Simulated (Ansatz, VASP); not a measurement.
# Tl: VASP beside Ansatz

File INCAR:

```
  PREC = Accurate
  ENCUT = 520
  EDIFF = 1E-7
  ISMEAR = 0
  SIGMA = 0.15
  LREAL = False
  LASPH = True
  NELM = 100
  ALGO = Fast
  ISIF = 2
  LWAVE = False
  LCHARG = False
  GGA = PE
  IVDW = 12
  NBANDS = 12
```

KPOINTS

```
regular mesh
0
Gamma
  18 18 18
```

POSCAR

```
Tl
1.0
   -1.9410000000      1.9410000000      1.8439500000
    1.9410000000     -1.9410000000      1.8439500000
    1.9410000000      1.9410000000     -1.8439500000
Tl
1
Direct
    0.0000000000      0.0000000000      0.0000000000
```

Input for Ansatz:

```yaml
crystal:
  lattice:
    - [-1.941, 1.941, 1.84395]
    - [1.941, -1.941, 1.84395]
    - [1.941, 1.941, -1.84395]
  atoms:
    - { symbol: Tl, position: [0.0, 0.0, 0.0] }
basis:
  ecutwfc: 420
kpoints:
  mp_grid: { grid: [18, 18, 18] }
hamiltonian:
  xc: pbe
  dispersion: d3bj
scf:
  occupations: { method: gaussian, width: 0.15 }
output:
  forces: true
  stress: true
  eigenvalues: true
```

Change from the starting cell: strain +0.000 along x and y, -0.050 along z, atoms carried along.

Alike in both runs: task single point; functional PBE; dispersion D3(BJ); k mesh 18 × 18 × 18; occupations gaussian, width 0.15 eV; no spin polarisation.

|  | VASP | Ansatz |
| --- | --- | --- |
| version | VASP 6.6.1 | Ansatz 0.2.0 |
| potentials or method | VASP PAW PBE potentials, release 64 (Tl_d), cutoff 520 eV | scalar-relativistic, plane waves, PAW |
| valence electrons in the cell | 13 | 13 |

Ansatz gave:

| Property | Result |
| --- | --- |
| gap on the k mesh at the Fermi level (eV) | none |
| pressure (GPa) | 2.4 |
| traceless stress, the component that is largest in VASP (GPa) | 0.35 |

Task: Which values does VASP return?

Result: gap on the k mesh at the Fermi level (eV): none; pressure (GPa): 2.3; traceless stress, the component that is largest in VASP (GPa): 0.34.

A gap of «none» marks a metal or a gap that the smearing closes.

Neither program's run includes spin-orbit coupling.
